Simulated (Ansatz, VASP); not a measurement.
One calculation of PbS, two programs

```
Pb S
1.0
     0.00000    2.90447    2.90447
     2.90447    0.00000    2.90447
     2.90447    2.90447    0.00000
Pb S
1 1
Direct
  0.00000 0.00000 0.00000
  0.50000 0.50000 0.50000
```

Change from the starting cell: volume scaled by 0.94.

Alike in both runs: task single point; functional LDA; k mesh 8 × 8 × 8; occupations fermi-dirac, width 0.01 eV; no spin polarisation.

|  | VASP | Ansatz |
| --- | --- | --- |
| version | VASP 6.6.1 | Ansatz 0.2.0 |
| potentials or method | VASP PAW LDA potentials, release 64 (Pb_d, S), cutoff 520 eV | all-electron LAPW, scalar-relativistic |

|  | VASP | Ansatz | Ansatz less VASP |
| --- | --- | --- | --- |
| pressure (GPa) | 1.2 | 1.2 | -0.01 |

LDA's correlation is that of Perdew and Zunger in VASP and of Perdew and Wang (1992) in Ansatz. Ansatz ran all-electron here, and VASP with PAW potentials.

Neither program's run includes spin-orbit coupling.
